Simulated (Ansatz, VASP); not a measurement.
Pt: VASP beside Ansatz

The input INCAR:

```
SYSTEM = Pt
PREC = Accurate ; ENCUT = 570
EDIFF = 1E-6 ; ISMEAR = -1
SIGMA = 0.08 ; LREAL = .FALSE.
LASPH = .TRUE. ; NELM = 120
ALGO = Normal ; ISIF = 2
LWAVE = .FALSE. ; LCHARG = .TRUE.
GGA = CA ; LELF = .TRUE.
LVHAR = .TRUE. ; NBANDS = 25
GGA_COMPAT = .FALSE.
```

The input KPOINTS:

```
regular mesh
0
G
  16 16 9
  0 0 0
```

POSCAR

```
Pt
1.0
    2.4926295782      0.0000000000      0.0000000000
   -1.2463147891      2.1586805369      0.0000000000
    0.0000000000      0.0000000000      4.1976707225
Pt
2
Direct
    0.3333333333      0.6666666667      0.2500000000
    0.6666666667      0.3333333333      0.7500000000
```

Input for Ansatz:

```yaml
crystal:
  lattice:
    - [2.4926295782, 0.0, 0.0]
    - [-1.2463147891, 2.1586805369, 0.0]
    - [0.0, 0.0, 4.1976707225]
  atoms:
    - { symbol: Pt, position: [0.3333333333, 0.6666666667, 0.25] }
    - { symbol: Pt, position: [0.6666666667, 0.3333333333, 0.75] }
kpoints:
  mp_grid: { grid: [16, 16, 9] }
scf:
  occupations: { method: fermi_dirac, width: 0.08 }
hamiltonian:
  xc: lda
  pseudopotentials: { kind: paw }
output:
  forces: true
  stress: true
  eigenvalues: true
  populations: true
```

Change from the starting cell: volume scaled by 0.76, PAW files.

Alike in both runs: task single point; functional LDA; k mesh 16 × 16 × 9; occupations fermi-dirac, width 0.08 eV; no spin polarisation.

|  | VASP | Ansatz |
| --- | --- | --- |
| version | VASP 6.6.1 | Ansatz 0.2.0 |
| potentials or method | VASP PAW LDA potentials, release 64 (Pt_sv_GW) | PAW with Ansatz's default frozen-core files, scalar-relativistic |
| plane-wave cutoff (eV) | 570 | 420 |
| valence electrons in the cell | 36 | 36 |

```tsv
	VASP	Ansatz	Ansatz less VASP
pressure (GPa)	167.7	167.9	+0.15
traceless stress, the component that is largest in VASP (GPa)	-0.37	0.00	+0.365
```

LDA's correlation is that of Perdew and Zunger in VASP and of Perdew and Wang (1992) in Ansatz. Both programs put the cell under a high pressure, so it lies far from rest at this level.

Neither program's run includes spin-orbit coupling. Noted on VASP's run: the cell as given lies far from equilibrium.
